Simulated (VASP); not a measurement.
# ZnS (F-43m) in VASP: single point with LDA

Aim: the single point of ZnS with LDA.

All numbers are computed with VASP 6.6.1; they aren't measurements. Logs are shortened: lines on timing, memory, paths and dates and some standing lists are left out, and cuts for length are marked.

## 1. The cell of the first run

It takes space group F-43m (No. 216, cubic). Conventional cell: a = 5.297 Å, b = 5.297 Å, c = 5.297 Å, α = 90.00°, β = 90.00°, γ = 90.00°. Zn (site symmetry -43m) has 4 S at 2.29 Å within 3.0 Å. Within 3.0 Å of S (site symmetry -43m) lie 4 Zn at 2.29 Å.

## 2. Single point, LDA

Contents of INCAR:

```
SYSTEM = ZnS
PREC = Accurate ; ENCUT = 500
EDIFF = 1E-6 ; ISMEAR = 0
SIGMA = 0.02 ; LREAL = .FALSE.
LASPH = .TRUE. ; NELM = 120
ALGO = Normal ; ISIF = 2
LWAVE = .FALSE. ; LCHARG = .TRUE.
GGA = CA ; LELF = .TRUE.
LVHAR = .TRUE. ; NBANDS = 16
GGA_COMPAT = .FALSE.
```

Contents of KPOINTS:

```
regular mesh
0
G
  10 10 10
  0 0 0
```

Contents of POSCAR:

```
ZnS
1.0
    0.0000000000      2.6483808356      2.6483808356
    2.6483808356      0.0000000000      2.6483808356
    2.6483808356      2.6483808356      0.0000000000
Zn S
1 1
Direct
    0.0000000000      0.0000000000      0.0000000000
    0.7500000000      0.7500000000      0.7500000000
```

Potentials or basis: VASP PAW LDA potentials, release 64 (Zn, S).

Command:

```
$ cat potpaw_LDA.64/Zn/POTCAR potpaw_LDA.64/S/POTCAR > POTCAR
$ mpirun -np 1 vasp_std > vasp.out
```

OUTCAR:

```text
SYSTEM = ZnS
   PREC = Accurate
   ENCUT = 500
   EDIFF = 1E-6
   ISMEAR = 0
   LREAL = .FALSE.
   LASPH = .TRUE.
   NELM = 120
   ISIF = 2
   GGA = CA

 ion  position               nearest neighbor table
   1  0.000  0.000  0.000-   2 2.29   2 2.29   2 2.29   2 2.29
   2  0.750  0.750  0.750-   1 2.29   1 2.29   1 2.29   1 2.29

  LATTYP: Found a face centered cubic cell.
 ALAT       =     5.2967616712

  Lattice vectors:

 A1 = (   0.0000000000,   2.6483808356,   2.6483808356)
 A2 = (   2.6483808356,   0.0000000000,   2.6483808356)
 A3 = (   2.6483808356,   2.6483808356,   0.0000000000)

Analysis of symmetry for initial positions (statically):
=====================================================================
 Subroutine PRICEL returns:
 Original cell was already a primitive cell.

 Routine SETGRP: Setting up the symmetry group for a
 face centered cubic supercell.

 Subroutine GETGRP returns: Found 24 space group operations
 (whereof 24 operations were pure point group operations)
 out of a pool of 48 trial point group operations.

The static configuration has the point symmetry T_d .

Analysis of symmetry for dynamics (positions and initial velocities):
=====================================================================
 Subroutine PRICEL returns:
 Original cell was already a primitive cell.

 Routine SETGRP: Setting up the symmetry group for a
 face centered cubic supercell.

 Subroutine GETGRP returns: Found 24 space group operations
 (whereof 24 operations were pure point group operations)
 out of a pool of 48 trial point group operations.

The dynamic configuration has the point symmetry T_d .

 Subroutine INISYM returns: Found 24 space group operations
 (whereof 24 operations are pure point group operations),
 and found     1 'primitive' translations

----------------------------------------------------------------------------------------

                                     Primitive cell

  volume of cell :      37.1511

  direct lattice vectors                    reciprocal lattice vectors
     0.000000000  2.648380836  2.648380836    -0.188794600  0.188794600  0.188794600
     2.648380836  0.000000000  2.648380836     0.188794600 -0.188794600  0.188794600
     2.648380836  2.648380836  0.000000000     0.188794600  0.188794600 -0.188794600

  length of vectors
     3.745376096  3.745376096  3.745376096     0.327001839  0.327001839  0.327001839

  position of ions in fractional coordinates (direct lattice)
     0.000000000  0.000000000  0.000000000
     0.750000000  0.750000000  0.750000000

  ion indices of the primitive-cell ions
   primitive index   ion index
                 1           1
                 2           2

----------------------------------------------------------------------------------------

 KPOINTS: regular mesh

Automatic generation of k-mesh.
 Grid dimensions read from file:
 generate k-points for:   10   10   10

 Generating k-lattice:

  Cartesian coordinates                     Fractional coordinates (reciprocal lattice)
    -0.018879460  0.018879460  0.018879460     0.100000000  0.000000000  0.000000000
     0.018879460 -0.018879460  0.018879460     0.000000000  0.100000000  0.000000000
     0.018879460  0.018879460 -0.018879460     0.000000000  0.000000000  0.100000000

  Length of vectors
     0.032700184  0.032700184  0.032700184

  Shift w.r.t. Gamma in fractional coordinates (k-lattice)
     0.000000000  0.000000000  0.000000000

 Subroutine IBZKPT returns following result:
 ===========================================

 Found     47 irreducible k-points:

 Following reciprocal coordinates:
            Coordinates               Weight
  0.000000  0.000000  0.000000      1.000000
  0.100000  0.000000  0.000000      8.000000
  0.200000  0.000000  0.000000      8.000000
  0.300000  0.000000  0.000000      8.000000
  0.400000  0.000000  0.000000      8.000000
  0.500000  0.000000  0.000000      4.000000
[... 16 lines left out ...]
  0.300000  0.300000  0.000000      6.000000
  0.400000  0.300000  0.000000     24.000000
 [... further k-points ...]
   k-points           NKPTS =     47   k-points in BZ     NKDIM =     47   number of bands    NBANDS=     16
   number of dos      NEDOS =    301   number of ions     NIONS =      2
   total plane-waves  NPLWV =  21952
   dimension x,y,z NGX =    28 NGY =   28 NGZ =   28
   dimension x,y,z NGXF=    56 NGYF=   56 NGZF=   56
   ions per type =               1   1
   NGX,Y,Z   is equivalent  to a cutoff of  12.43, 12.43, 12.43 a.u.
   NGXF,Y,Z  is equivalent  to a cutoff of  24.86, 24.86, 24.86 a.u.
 SYSTEM =  ZnS
   PREC   = accura    normal or accurate (medium, high low for compatibility)
   ISTART =      0    job   : 0-new  1-cont  2-samecut
   ICHARG =      2    charge: 1-file 2-atom 10-const
   ISPIN  =      1    spin polarized calculation?
   LNONCOLLINEAR =      F non collinear calculations
   LSORBIT =      F    spin-orbit coupling
   LASPH  =      T    aspherical Exc in radial PAW
   ENCUT  =  500.0 eV  36.75 Ry    6.06 a.u.   6.83  6.83  6.83*2*pi/ulx,y,z
   NELM   =    120;   NELMIN=  2; NELMDL= -5     # of ELM steps
   EDIFF  = 0.1E-05   stopping-criterion for ELM
   LREAL  =      F    real-space projection
   EDIFFG = 0.1E-04   stopping-criterion for IOM
   NSW    =      0    number of steps for IOM
   IBRION =     -1    ionic relax: 0-MD 1-quasi-New 2-CG
   NFREE  =      0    steps in history (QN), initial steepest desc. (CG)
   ISIF   =      2    stress and relaxation
   ISYM   =      2    0-nonsym 1-usesym 2-fastsym
   POTIM  = 0.5000    time-step for ionic-motion
   TEBEG  =    0.0;   TEEND  =   0.0 temperature during run
   PSTRESS=    0.0 pullay stress
   NELECT =      18.0000    total number of electrons
   NUPDOWN=      -1.0000    fix difference up-down
   EMIN   =  10.00;   EMAX   =-10.00  energy-range for DOS
   EFERMI =   0.00;   METHOD = LEGACY
   ISMEAR =     0;   SIGMA  =   0.02  broadening in eV -4-tet -1-fermi 0-gaus
   EFERMI_NEDOS =   21; number of points for ismear=-14 and -15
   IALGO  =     38    algorithm
   IMIX   =      4    mixing-type and parameters
     AMIX     =   0.40;   BMIX     =  1.00
     AMIX_MAG =   1.60;   BMIX_MAG =  1.00
  volume/ion in A,a.u.               =      18.58       125.35
  Fermi-wavevector in a.u.,A,eV,Ry     =   1.285805  2.429820 22.494450  1.653295
  Thomas-Fermi vector in A             =   2.417918
   LORBIT       =      0    0 simple, 1 ext, 2 COOP (PROOUT), +10 PAW based schemes
   GGA     = CA    functional components
   LHFCALC =     F    Hartree Fock is set to
   AEXX    =    0.0000 exact exchange contribution
   IVDW    =     0    specifies the selected vdW correction
   LEPSILON=     F    determine dielectric tensor
   LRPA    =     F    only Hartree local field effects (RPA)
 non-spin polarized calculation
 Gauss-broadening in eV      SIGMA  =   0.02
  energy-cutoff  :      500.00
  volume of cell :       37.15
 maximum number of plane-waves:       960
   NGX = 13   NGY = 13   NGZ = 13

 number of electron      18.0000014 magnetization

 Free energy of the ion-electron system (eV)
  ---------------------------------------------------
  ext. energy  EPLUGINS =         0.00000000
  ---------------------------------------------------
  free energy    TOTEN  =        -8.20775688 eV

  energy without entropy =       -8.20775688  energy(sigma->0) =       -8.20775688

 E-fermi :   2.6422     XC(G=0): -10.3165

 val. band max:        2.5135536426   @ k =   0.0000   0.0000   0.0000
 cond. band min:       4.6738755276   @ k =   0.0000   0.0000   0.0000
 fundamental gap:      2.1603218850
 Fermi energy:         2.6421526063

 k-point     1 :       0.0000    0.0000    0.0000
  band No.  band energies     occupation
      1     -11.0342      2.00000
      2      -4.2431      2.00000
      3      -4.2431      2.00000
      4      -4.2431      2.00000
      5      -3.6899      2.00000
      6      -3.6899      2.00000
[... 8 lines left out ...]
     15      14.3398      0.00000
     16      14.3734      0.00000

 k-point     2 :       0.1000    0.0000    0.0000
  band No.  band energies     occupation
      1     -10.9488      2.00000
      2      -4.2464      2.00000
      3      -4.2277      2.00000
      4      -4.2277      2.00000
      5      -3.6915      2.00000
      6      -3.6915      2.00000
[... 8 lines left out ...]
     15      13.8384      0.00000
     16      14.9741      0.00000

 k-point     3 :       0.2000    0.0000    0.0000
  band No.  band energies     occupation
      1     -10.7117      2.00000
      2      -4.2365      2.00000
      3      -4.1898      2.00000
      4      -4.1898      2.00000
      5      -3.6918      2.00000
      6      -3.6918      2.00000
[... 8 lines left out ...]
     15      13.3795      0.00000
     16      14.9248      0.00000

 k-point     4 :       0.3000    0.0000    0.0000
  band No.  band energies     occupation
      1     -10.3865      2.00000
      2      -4.1549      2.00000
      3      -4.1497      2.00000
      4      -4.1497      2.00000
      5      -3.6824      2.00000
      6      -3.6824      2.00000
[... 8 lines left out ...]
     15      13.7763      0.00000
     16      14.3415      0.00000

 k-point     5 :       0.4000    0.0000    0.0000
  band No.  band energies     occupation
      1     -10.0893      2.00000
      2      -4.1245      2.00000
      3      -4.1245      2.00000
      4      -3.9081      2.00000
      5      -3.6646      2.00000
      6      -3.6646      2.00000
[... 8 lines left out ...]
     15      14.9918      0.00000
     16      14.9918      0.00000

 k-point     6 :       0.5000    0.0000    0.0000
  band No.  band energies     occupation
      1      -9.9657      2.00000
      2      -4.1169      2.00000
      3      -4.1169      2.00000
      4      -3.6550      2.00000
      5      -3.6550      2.00000
      6      -3.4701      2.00000
[... 8 lines left out ...]
     15      16.0604      0.00000
     16      16.0604      0.00000

 k-point     7 :       0.1000    0.1000    0.0000
  band No.  band energies     occupation
      1     -10.9203      2.00000
      2      -4.2614      2.00000
      3      -4.2154      2.00000
      4      -4.2154      2.00000
      5      -3.7031      2.00000
      6      -3.6815      2.00000
[... 8 lines left out ...]
     15      14.4728      0.00000
     16      15.2928      0.00000

 k-point     8 :       0.2000    0.1000    0.0000
  band No.  band energies     occupation
      1     -10.7334      2.00000
      2      -4.2676      2.00000
      3      -4.1796      2.00000
      4      -4.1776      2.00000
      5      -3.7131      2.00000
      6      -3.6741      2.00000
[... 8 lines left out ...]
     15      14.3073      0.00000
     16      15.9912      0.00000

 k-point     9 :       0.3000    0.1000    0.0000
  band No.  band energies     occupation
      1     -10.4357      2.00000
      2      -4.2262      2.00000
      3      -4.1338      2.00000
      4      -4.1299      2.00000
      5      -3.7084      2.00000
      6      -3.6643      2.00000
[... 8 lines left out ...]
     15      14.4948      0.00000
     16      15.3921      0.00000
[... 172 lines left out ...]
 k-point    19 :       0.5000    0.2000    0.0000
  band No.  band energies     occupation
      1      -9.8551      2.00000
      2      -4.1437      2.00000
      3      -4.0317      2.00000
      4      -3.8544      2.00000
      5      -3.6456      2.00000
      6      -3.5159      2.00000
[... 8 lines left out ...]
     15      16.1295      0.00000
     16      17.1602      0.00000

 k-point    20 :      -0.4000    0.2000    0.0000
  band No.  band energies     occupation
      1      -9.8266      2.00000
      2      -4.1205      2.00000
      3      -4.0412      2.00000
      4      -3.7599      2.00000
      5      -3.6723      2.00000
      6      -3.4573      2.00000
[... 8 lines left out ...]
     15      14.5835      0.00000
     16      16.9731      0.00000

 k-point    21 :      -0.3000    0.2000    0.0000
  band No.  band energies     occupation
      1      -9.9971      2.00000
      2      -4.1149      2.00000
      3      -4.0727      2.00000
      4      -3.9478      2.00000
      5      -3.7031      2.00000
      6      -3.6199      2.00000
[... 8 lines left out ...]
     15      15.8224      0.00000
     16      17.1225      0.00000

 k-point    22 :      -0.2000    0.2000    0.0000
  band No.  band energies     occupation
      1     -10.2765      2.00000
      2      -4.1535      2.00000
      3      -4.1211      2.00000
      4      -4.1168      2.00000
      5      -3.7164      2.00000
      6      -3.6465      2.00000
[... 8 lines left out ...]
     15      15.5101      0.00000
     16      17.2169      0.00000

 k-point    23 :       0.3000    0.3000    0.0000
  band No.  band energies     occupation
      1     -10.1687      2.00000
      2      -4.3279      2.00000
      3      -4.0206      2.00000
      4      -4.0206      2.00000
      5      -3.7303      2.00000
      6      -3.6325      2.00000
[... 8 lines left out ...]
     15      15.4424      0.00000
     16      19.4169      0.00000

 k-point    24 :       0.4000    0.3000    0.0000
  band No.  band energies     occupation
      1      -9.9340      2.00000
      2      -4.2955      2.00000
      3      -3.9703      2.00000
      4      -3.9629      2.00000
      5      -3.6683      2.00000
      6      -3.6236      2.00000
[... 8 lines left out ...]
     15      16.0170      0.00000
     16      18.6392      0.00000

 [... further k-points ...]

------------------------ aborting loop because EDIFF is reached ----------------------------------------

  FORCE on cell =-STRESS in cart. coord.  units (eV):
  Direction    XX          YY          ZZ          XY          YZ          ZX
  --------------------------------------------------------------------------------------
  -------------------------------------------------------------------------------------
  Total        0.0520700      0.0520700      0.0520700      0.0000000     -0.0000000     -0.0000000
  in kB        2.2455693      2.2455693      2.2455693      0.0000000     -0.0000000     -0.0000000
  external PRESSURE =       2.2455693 kB  Pullay stress =       0.0000000 kB

 VOLUME and BASIS-vectors are now :
 -----------------------------------------------------------------------------
  energy-cutoff  :      500.00
  volume of cell :       37.15
      direct lattice vectors                 reciprocal lattice vectors
     0.000000000  2.648380836  2.648380836    -0.188794600  0.188794600  0.188794600
     2.648380836  0.000000000  2.648380836     0.188794600 -0.188794600  0.188794600
     2.648380836  2.648380836  0.000000000     0.188794600  0.188794600 -0.188794600

 POSITION                                       TOTAL-FORCE (eV/Angst)
 -----------------------------------------------------------------------------------
      0.00000      0.00000      0.00000         0.000000     -0.000000      0.000000
      3.97257      3.97257      3.97257        -0.000000      0.000000     -0.000000
 -----------------------------------------------------------------------------------
    total drift:                               -0.000001     -0.000001     -0.000001

  FREE ENERGIE OF THE ION-ELECTRON SYSTEM (eV)
  ---------------------------------------------------
  free  energy   TOTEN  =        -8.2077568817 eV

  energy  without entropy=       -8.2077568817  energy(sigma->0) =       -8.20775688
```

It took 25 s on 1 thread of Intel Xeon Platinum 8488C (Sapphire Rapids), shared host; peak memory 0.15 GiB.

Results:

```
Free energy            : -8.2078 eV
Pressure               : 0.2 GPa
Band gap on the k mesh : 2.16 eV
```
